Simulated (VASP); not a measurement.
**BN: single point with PBE**

Crystal: BN.

```
B N
1.0
     2.51218    0.00000    0.00000
    -1.25609    2.17561    0.00000
     0.00000    0.00000    8.34369
B N
2 2
Direct
  0.37773 0.69917 0.25000
  0.66667 0.33333 0.75000
  0.33333 0.66667 0.75000
  0.66667 0.33333 0.25000
```

This cell differs from its parent crystal: atom 1 (B) moved +0.100 Å along Cartesian [1 1 0].

* Program: VASP 6.6.1
* Task: single point
* Functional: PBE
* Potentials or basis: VASP PAW PBE potentials, release 64 (B, N)
* Cutoff: 520 eV
* k mesh: 12 × 12 × 4
* Occupations: gaussian, width 0.05 eV
* Spin: no spin polarisation
* Dipole correction: no
* Further INCAR settings: ALGO = Normal; EDIFF = 1e-07; NBANDS = 16

```yaml
Pressure: 1.4 GPa
Largest_force: 3.636 eV/Å
Band_gap_on_the_k_mesh: 4.24 eV, indirect (least direct gap 4.59 eV)
```

Forces on the atoms (eV/Å):
```
B   -2.237 -2.867  0.000
B    0.000  0.000  0.000
N    0.000  0.000  0.000
N    2.237  2.867  0.000
```

Stress tensor (GPa, compression positive):
```
-0.92 -2.50  0.00
-2.50  5.24  0.00
 0.00  0.00 -0.08
```

Levels at points of the mesh, in eV from the valence-band top:
| k point | band 4 | band 5 | band 6 | band 7 | band 8 | band 9 | band 10 | band 11 | band 12 | band 13 |
| --- | --- | --- | --- | --- | --- | --- | --- | --- | --- | --- |
| (0.00, 0.00, 0.00) | -4.89 | -2.48 | -1.35 | -1.35 | -0.19 | 4.40 | 7.76 | 9.73 | 10.39 | 11.51 |
| (0.50, 0.00, 0.00) | -8.61 | -4.73 | -4.12 | -1.31 | -0.86 | 4.73 | 5.65 | 9.33 | 9.80 | 12.19 |
| (0.00, 0.50, 0.00) | -8.85 | -4.12 | -3.64 | -0.95 | -0.62 | 4.24 | 4.87 | 9.41 | 9.82 | 12.00 |
| (0.50, 0.50, 0.00) | -8.85 | -4.12 | -3.82 | -0.99 | -0.74 | 4.48 | 4.94 | 9.24 | 9.74 | 12.06 |
| (0.00, 0.00, 0.50) | -5.20 | -2.48 | -1.35 | -1.35 | -0.19 | 5.68 | 5.69 | 9.98 | 11.51 | 11.51 |
| (0.50, 0.00, 0.50) | -8.61 | -4.73 | -4.12 | -1.27 | -0.90 | 4.77 | 5.55 | 9.54 | 9.69 | 12.64 |
| (0.00, 0.50, 0.50) | -8.85 | -4.12 | -3.64 | -0.90 | -0.67 | 4.29 | 4.77 | 9.63 | 9.69 | 12.61 |
| (0.50, 0.50, 0.50) | -8.85 | -4.12 | -3.82 | -0.90 | -0.83 | 4.60 | 4.77 | 9.38 | 9.69 | 12.64 |

Run time: 65 s on 1 thread of Intel(R) Xeon(R) 6975P-C (Granite Rapids), with other jobs on the host, peak memory 0.26 GiB.

Caveat: the cell differs from its parent crystal (atom 1 (B) moved +0.100 Å along Cartesian [1 1 0]); this functional lacks dispersion, which binds the layers, so the pressure and a relaxed spacing across them are unreliable; forces of over 1 eV/Å act on the atoms, so gaps and moduli don't describe the material at rest. A k mesh can miss the band edges.
